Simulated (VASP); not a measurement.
Write the native input for VASP 6.6.1 that does the following.

* Task: single point
* Functional: PBE
* Potentials or basis: VASP PAW PBE potentials, release 64 (Al)
* Cutoff: 520 eV
* k mesh: 12 × 12 × 12
* Occupations: fermi-dirac, width 0.05 eV
* Spin: no spin polarisation
* Dipole correction: no
* Further INCAR settings: ALGO = Fast; EDIFF = 1e-06; NBANDS = 8

The structure of Al lies in POSCAR:

```
Al
1.0
   -1.6174664248      1.6174664248      1.6174664248
    1.6174664248     -1.6174664248      1.6174664248
    1.6174664248      1.6174664248     -1.6174664248
Al
1
Direct
    0.0000000000      0.0000000000      0.0000000000
```

One way to write it, as run:

INCAR

```
PREC = Accurate
ENCUT = 520
EDIFF = 1E-6
ISMEAR = -1
SIGMA = 0.05
LREAL = F
LASPH = T
NELM = 100
ALGO = Fast
ISIF = 2
LWAVE = F
LCHARG = F
GGA = PE
NBANDS = 8
```

KPOINTS

```
regular mesh
0
Gamma
  12 12 12
```

Potentials or basis: VASP PAW PBE potentials, release 64 (Al).

Run with:

```console
$ cat potpaw_PBE.64/Al/POTCAR > POTCAR
$ mpirun -np 1 vasp_std > vasp.out
```

Results of the run:

The pressure is 0.0 GPa.

Wall time 6 s on 1 thread of Intel(R) Xeon(R) 6975P-C (Granite Rapids) (shared host), peak memory 0.13 GiB.
